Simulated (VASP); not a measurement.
# Li2Se (Fm-3m) in VASP: notebook, part 2 of 2

VASP 6.6.1. The steps go on from the part before.

## Step 3: Relaxation of cell and atoms, PBE, target pressure 10 GPa, at which the enthalpy is minimised

The input, INCAR:

```
ALGO     = Normal         # electronic algorithm
EDIFF    = 1E-7           # SCF threshold, eV
EDIFFG   = -0.01          # ionic threshold
ENCUT    = 750            # plane-wave cutoff, eV
GGA      = PE             # functional
GGA_COMPAT= False        
IBRION   = 2              # ionic algorithm
ISIF     = 3              # what is computed and relaxed
ISMEAR   = 0              # smearing method
LASPH    = True           # aspherical terms in the spheres
LCHARG   = False          # write CHGCAR
LREAL    = False          # projectors in reciprocal space
LWAVE    = False          # write WAVECAR
NELM     = 120            # most SCF steps
NELMIN   = 4            
NSW      = 80             # ionic steps
PREC     = Accurate       # precision mode
PSTRESS  = 100.0        
SIGMA    = 0.01           # smearing width, eV
```

The input, KPOINTS:

```
k-points
0
Gamma
  6 6 6
```

The input, POSCAR:

```
Li2Se
1.0
    0.0000000000      3.0025000000      3.0025000000
    3.0025000000      0.0000000000      3.0025000000
    3.0025000000      3.0025000000      0.0000000000
Li Se
2 1
Direct
    0.2500000000      0.2500000000      0.2500000000
    0.7500000000      0.7500000000      0.7500000000
    0.0000000000      0.0000000000      0.0000000000
```

Potentials or basis: VASP PAW PBE potentials, release 64 (Li_sv, Se).

Started as:

```console
> cat potpaw_PBE.64/Li_sv/POTCAR potpaw_PBE.64/Se/POTCAR > POTCAR
> mpirun -np 1 vasp_std > vasp.out
```

OUTCAR:

```text
EDIFF = 1E-7
   EDIFFG = -0.01
   ENCUT = 750
   GGA = PE
   IBRION = 2
   ISIF = 3
   ISMEAR = 0
   LASPH = True
   LREAL = False
   NELM = 120
   NELMIN = 4
   NSW = 80
   PREC = Accurate
   PSTRESS = 100.0

 ion  position               nearest neighbor table
   1  0.250  0.250  0.250-   3 2.60   3 2.60   3 2.60   3 2.60
   2  0.750  0.750  0.750-   3 2.60   3 2.60   3 2.60   3 2.60
   3  0.000  0.000  0.000-   1 2.60   2 2.60   2 2.60   2 2.60   2 2.60   1 2.60   1 2.60   1 2.60

  LATTYP: Found a face centered cubic cell.
 ALAT       =     6.0050000000

  Lattice vectors:

 A1 = (   0.0000000000,   3.0025000000,   3.0025000000)
 A2 = (   3.0025000000,   0.0000000000,   3.0025000000)
 A3 = (   3.0025000000,   3.0025000000,   0.0000000000)

Analysis of symmetry for initial positions (statically):
=====================================================================
 Subroutine PRICEL returns:
 Original cell was already a primitive cell.

 Routine SETGRP: Setting up the symmetry group for a
 face centered cubic supercell.

 Subroutine GETGRP returns: Found 48 space group operations
[... 9 lines left out ...]

 Routine SETGRP: Setting up the symmetry group for a
 face centered cubic supercell.

 Subroutine GETGRP returns: Found 48 space group operations
[... 11 lines left out ...]
                                     Primitive cell

  volume of cell :      54.1351

  direct lattice vectors                    reciprocal lattice vectors
     0.000000000  3.002500000  3.002500000    -0.166527893  0.166527893  0.166527893
     3.002500000  0.000000000  3.002500000     0.166527893 -0.166527893  0.166527893
     3.002500000  3.002500000  0.000000000     0.166527893  0.166527893 -0.166527893

  length of vectors
     4.246176221  4.246176221  4.246176221     0.288434772  0.288434772  0.288434772

  position of ions in fractional coordinates (direct lattice)
     0.250000000  0.250000000  0.250000000
     0.750000000  0.750000000  0.750000000
     0.000000000  0.000000000  0.000000000

  ion indices of the primitive-cell ions
   primitive index   ion index
                 1           1
                 2           2
                 3           3

[... 68 lines left out ...]
   ISIF   =      3    stress and relaxation
   ISYM   =      2    0-nonsym 1-usesym 2-fastsym
   POTIM  = 0.5000    time-step for ionic-motion
   TEBEG  =    0.0;   TEEND  =   0.0 temperature during run
   PSTRESS=  100.0 pullay stress
   NELECT =      12.0000    total number of electrons
   NUPDOWN=      -1.0000    fix difference up-down
   EMIN   =  10.00;   EMAX   =-10.00  energy-range for DOS
   EFERMI =   0.00;   METHOD = LEGACY
   ISMEAR =     0;   SIGMA  =   0.01  broadening in eV -4-tet -1-fermi 0-gaus
   EFERMI_NEDOS =   21; number of points for ismear=-14 and -15
   IALGO  =     38    algorithm
   IMIX   =      4    mixing-type and parameters
     AMIX     =   0.40;   BMIX     =  1.00
     AMIX_MAG =   1.60;   BMIX_MAG =  1.00
  volume/ion in A,a.u.               =      18.05       121.77
  Fermi-wavevector in a.u.,A,eV,Ry     =   0.990776  1.872296 13.355989  0.981637
  Thomas-Fermi vector in A             =   2.122471
   LORBIT       =      0    0 simple, 1 ext, 2 COOP (PROOUT), +10 PAW based schemes
   GGA     = PE    functional components
   LHFCALC =     F    Hartree Fock is set to
   AEXX    =    0.0000 exact exchange contribution
   IVDW    =     0    specifies the selected vdW correction
   LEPSILON=     F    determine dielectric tensor
   LRPA    =     F    only Hartree local field effects (RPA)
 conjugate gradient relaxation of ions
 non-spin polarized calculation
 Gauss-broadening in eV      SIGMA  =   0.01
  energy-cutoff  :      750.00
  volume of cell :       54.14
 maximum number of plane-waves:      2565
 NGX is ok and might be reduce to    40
   NGX = 19   NGY = 19   NGZ = 19

--------------------------------------- Ionic step        1  -------------------------------------------

 number of electron      12.0000004 magnetization

 Free energy of the ion-electron system (eV)
  ---------------------------------------------------
  ext. energy  EPLUGINS =         0.00000000
  ---------------------------------------------------
  free energy    TOTEN  =       -11.13060623 eV

  energy without entropy =      -11.13060623  energy(sigma->0) =      -11.13060623

 E-fermi :   1.0442     XC(G=0):  -8.2616

 val. band max:        0.9959180945   @ k =   0.0000   0.0000   0.0000
 cond. band min:       3.9705545252   @ k =   0.5000   0.5000   0.0000
 fundamental gap:      2.9746364307
 Fermi energy:         1.0442298673

 k-point     1 :       0.0000    0.0000    0.0000
  band No.  band energies     occupation
      1     -43.7165      2.00000
      2     -43.6928      2.00000
      3     -10.3930      2.00000
      4       0.9959      2.00000
      5       0.9959      2.00000
      6       0.9959      2.00000
      7       4.3792      0.00000
      8       6.6151      0.00000
      9       6.6151      0.00000
     10       6.6151      0.00000
[... 348 lines left out ...]
--------------------------------------- Ionic step        5  -------------------------------------------

 number of electron      12.0000003 magnetization

 Free energy of the ion-electron system (eV)
  ---------------------------------------------------
  ext. energy  EPLUGINS =         0.00000000
  ---------------------------------------------------
  free energy    TOTEN  =       -10.87233183 eV

  energy without entropy =      -10.87233183  energy(sigma->0) =      -10.87233183

 E-fermi :   2.4335     XC(G=0):  -9.0243

 val. band max:        2.2744134080   @ k =   0.0000   0.0000   0.0000
 cond. band min:       5.0248822953   @ k =   0.5000   0.5000   0.0000
 fundamental gap:      2.7504688873
 Fermi energy:         2.4334843106

 k-point     1 :       0.0000    0.0000    0.0000
  band No.  band energies     occupation
      1     -42.1986      2.00000
      2     -42.1455      2.00000
      3      -9.7248      2.00000
      4       2.2744      2.00000
      5       2.2744      2.00000
      6       2.2744      2.00000
      7       6.5822      0.00000
      8       7.9437      0.00000
      9       7.9437      0.00000
     10       7.9437      0.00000
[... 227 lines left out ...]
  energy  without entropy=      -10.8723318270  energy(sigma->0) =      -10.87233183

  enthalpy is  TOTEN    =        -8.1050111794 eV   P V=        2.7673206476

 reached required accuracy - stopping structural energy minimisation
```

OSZICAR:

```text
N       E                     dE             d eps       ncg     rms          rms(c)
DAV:   1     0.432596572553E+02    0.43260E+02   -0.68512E+03   320   0.148E+03
DAV:   2    -0.532946544134E+01   -0.48589E+02   -0.46992E+02   424   0.218E+02
DAV:   3    -0.109638091852E+02   -0.56343E+01   -0.56197E+01   528   0.579E+01
[... 45 lines left out ...]
DAV:   2    -0.108723512846E+02    0.60908E-04   -0.24643E-04   406   0.123E-01    0.331E-02
DAV:   3    -0.108723330217E+02    0.18263E-04   -0.58027E-05   344   0.462E-02    0.144E-02
DAV:   4    -0.108723319234E+02    0.10982E-05   -0.26611E-06   496   0.120E-02    0.570E-03
DAV:   5    -0.108723317374E+02    0.18608E-06   -0.57605E-07   572   0.564E-03    0.222E-03
DAV:   6    -0.108723318270E+02   -0.89654E-07   -0.51122E-08   168   0.277E-03
   5 F= -.81050112E+01 E0= -.81050112E+01  d E =-.304384E-04
```

CONTCAR:

```text
Li2Se
   1.00000000000000
     0.0000000000000000    2.8091829470560805    2.8091829470560805
     2.8091829470560805   -0.0000000000000000    2.8091829470560805
     2.8091829470560805    2.8091829470560805    0.0000000000000000
  Li              Se
     2     1
Direct
     0.2500000000000000    0.2500000000000000    0.2500000000000000
     0.7500000000000000    0.7500000000000000    0.7500000000000000
     0.0000000000000000    0.0000000000000000    0.0000000000000000

  0.00000000E+00  0.00000000E+00  0.00000000E+00
  0.00000000E+00  0.00000000E+00  0.00000000E+00
  0.00000000E+00  0.00000000E+00  0.00000000E+00
```

Run time: 42 s. Hardware: 1 thread of Intel Xeon Platinum 8559C (Emerald Rapids), shared host; peak memory 0.24 GiB.

Results:

* Free energy: -10.8723 eV
* Relaxed volume: 14.78 Å³/atom
* Relaxed cell: a = 3.973 Å, b = 3.973 Å, c = 3.973 Å, α = 60.00°, β = 60.00°, γ = 60.00°
* Space group after relaxing (to 0.05 Å): Fm-3m (No. 225)
* Energy change on relaxing (the enthalpy is what falls): +86.1 meV/atom
* Ionic steps: 5
* Pressure after relaxing: 10.0 GPa
* Band gap on the k mesh: 2.75 eV, indirect (least direct gap 4.31 eV)

Step by step:
| step | energy change (eV) | largest force (eV/Å) | pressure (GPa) | volume (Å³) |
| --- | --- | --- | --- | --- |
| 1 | 0.0000 | 0.0000 | -0.04 | 54.14 |
| 2 | 0.1796 | 0.0000 | 7.93 | 45.75 |
| 3 | 0.2518 | 0.0000 | 9.84 | 44.44 |
| 4 | 0.2631 | 0.0000 | 10.12 | 44.26 |
| 5 | 0.2583 | 0.0000 | 10.00 | 44.34 |

Final structure:
```
Li Se
1.0
     0.00000    2.80918    2.80918
     2.80918    0.00000    2.80918
     2.80918    2.80918    0.00000
Li Se
2 1
Direct
  0.25000 0.25000 0.25000
  0.75000 0.75000 0.75000
  0.00000 0.00000 0.00000
```

Caveat: the cell is relaxed towards a set pressure, so the enthalpy falls and the energy may rise; the volume moved by over 15 % at a fixed basis, so the end points are rough.

## Step 4: Relaxation of cell and atoms, PBE, target pressure 20 GPa, at which the enthalpy is minimised

The input, INCAR:

```
PREC = Accurate
ENCUT = 750
EDIFF = 1E-7
ISMEAR = 0
SIGMA = 0.01
LREAL = False
LASPH = True
NELM = 120
ALGO = Normal
ISIF = 3
LWAVE = False
LCHARG = False
GGA = PE
IBRION = 2
NSW = 80
EDIFFG = -0.01
PSTRESS = 200.0
GGA_COMPAT = False
NELMIN = 4
```

The input, KPOINTS:

```
regular mesh
0
Gamma
  6 6 6
```

POSCAR is that of step 3.

Potentials or basis: VASP PAW PBE potentials, release 64 (Li_sv, Se).

Started as:

```console
> cat potpaw_PBE.64/Li_sv/POTCAR potpaw_PBE.64/Se/POTCAR > POTCAR
> mpirun -np 1 vasp_std > vasp.out
```

OUTCAR:

```text
PREC = Accurate
   ENCUT = 750
   EDIFF = 1E-7
   ISMEAR = 0
   LREAL = False
   LASPH = True
   NELM = 120
   ISIF = 3
   GGA = PE
   IBRION = 2
   NSW = 80
   EDIFFG = -0.01
   PSTRESS = 200.0
   NELMIN = 4

 ion  position               nearest neighbor table
   1  0.250  0.250  0.250-   3 2.60   3 2.60   3 2.60   3 2.60
   2  0.750  0.750  0.750-   3 2.60   3 2.60   3 2.60   3 2.60
   3  0.000  0.000  0.000-   1 2.60   2 2.60   2 2.60   2 2.60   2 2.60   1 2.60   1 2.60   1 2.60

  LATTYP: Found a face centered cubic cell.
 ALAT       =     6.0050000000

  Lattice vectors:

 A1 = (   0.0000000000,   3.0025000000,   3.0025000000)
 A2 = (   3.0025000000,   0.0000000000,   3.0025000000)
[... 190 lines left out ...]
      9       6.6151      0.00000
     10       6.6151      0.00000
[... 305 lines left out ...]
  energy  without entropy=      -10.4183412316  energy(sigma->0) =      -10.41834123

  enthalpy is  TOTEN    =        -5.5036204615 eV   P V=        4.9147207701

[... ionic steps 4 to 14 ...]

--------------------------------------- Ionic step       15  -------------------------------------------

 number of electron      12.0000002 magnetization

------------------------ aborting loop because EDIFF is reached ----------------------------------------
[... 73 lines left out ...]
--------------------------------------- Ionic step       17  -------------------------------------------

 number of electron      12.0000002 magnetization

 Free energy of the ion-electron system (eV)
  ---------------------------------------------------
  ext. energy  EPLUGINS =         0.00000000
  ---------------------------------------------------
  free energy    TOTEN  =       -10.42514001 eV

  energy without entropy =      -10.42514001  energy(sigma->0) =      -10.42514001

 E-fermi :   3.2772     XC(G=0):  -9.4980

 val. band max:        3.1833226369   @ k =   0.0000   0.0000   0.0000
 cond. band min:       5.7327550428   @ k =   0.5000   0.5000   0.0000
 fundamental gap:      2.5494324060
 Fermi energy:         3.2772266685

 k-point     1 :       0.0000    0.0000    0.0000
  band No.  band energies     occupation
      1     -41.2630      2.00000
      2     -41.1797      2.00000
      3      -9.2553      2.00000
      4       3.1833      2.00000
      5       3.1833      2.00000
      6       3.1833      2.00000
      7       8.1194      0.00000
      8       8.8240      0.00000
      9       8.8240      0.00000
     10       8.8240      0.00000
[... 227 lines left out ...]
  energy  without entropy=      -10.4251400051  energy(sigma->0) =      -10.42514001

  enthalpy is  TOTEN    =        -5.5036432444 eV   P V=        4.9214967607

 reached required accuracy - stopping structural energy minimisation
```

It took 85 s on 1 thread of Intel Xeon Platinum 8559C (Emerald Rapids), shared host; peak memory 0.24 GiB.

What came out:

| Property | Result |
| --- | --- |
| Free energy | -10.4251 eV |
| Relaxed volume | 13.14 Å³/atom |
| Relaxed cell | a = 3.820 Å, b = 3.820 Å, c = 3.820 Å, α = 60.00°, β = 60.00°, γ = 60.00° |
| Space group after relaxing (to 0.05 Å) | Fm-3m (No. 225) |
| Energy change on relaxing (the enthalpy is what falls) | +235.2 meV/atom |
| Ionic steps | 17 |
| Pressure after relaxing | 20.0 GPa |
| Band gap on the k mesh | 2.55 eV, indirect (least direct gap 4.79 eV) |

Step by step:
```
step  energy change (eV)  largest force (eV/Å)  pressure (GPa)  volume (Å³)
   1              0.0000                0.0000           -0.04        54.14
   2              0.8560                0.0000           23.08        38.30
   3              0.7123                0.0000           20.14        39.37
   4              0.6795                0.0000           19.46        39.64
   5              0.6801                0.0000           19.47        39.63
   6              0.6819                0.0000           19.50        39.62
   7              0.6820                0.0000           19.51        39.62
   8              0.6820                0.0000           19.51        39.62
   9              0.6822                0.0000           19.51        39.61
  10              0.6824                0.0000           19.52        39.61
  11              0.6829                0.0000           19.53        39.61
  12              0.6839                0.0000           19.55        39.60
  13              0.6860                0.0000           19.59        39.58
  14              0.6901                0.0000           19.67        39.55
  15              0.6983                0.0000           19.85        39.48
  16              0.7149                0.0000           20.19        39.35
  17              0.7055                0.0000           19.99        39.43
```

Final structure:
```
Li Se
1.0
     0.00000    2.70136    2.70136
     2.70136    0.00000    2.70136
     2.70136    2.70136    0.00000
Li Se
2 1
Cartesian
  1.3507 1.3507 1.3507
  4.0520 4.0520 4.0520
  0.0000 0.0000 0.0000
```

Caveat: the cell is relaxed towards a set pressure, so the enthalpy falls and the energy may rise; the volume moved by over 15 % at a fixed basis, so the end points are rough.

## Step 5: Summary

```csv
cell,gap on the mesh (eV),pressure (GPa)
relaxed to 5 GPa,2.86,5.0
relaxed to 10 GPa,2.75,10.0
relaxed to 20 GPa,2.55,20.0
```

Alike in all rows: task relaxation of cell and atoms; level PBE; potentials or basis VASP PAW PBE potentials, release 64 (Li_sv, Se); no spin polarisation; k mesh 6 × 6 × 6; cutoff (eV) 750; smearing gaussian 0.01 eV.

Caveats: the cell is relaxed towards a set pressure, so the enthalpy falls and the energy may rise; the volume moved by over 15 % at a fixed basis, so the end points are rough (some runs).

Absolute energies hang on the potentials; compare differences alone.
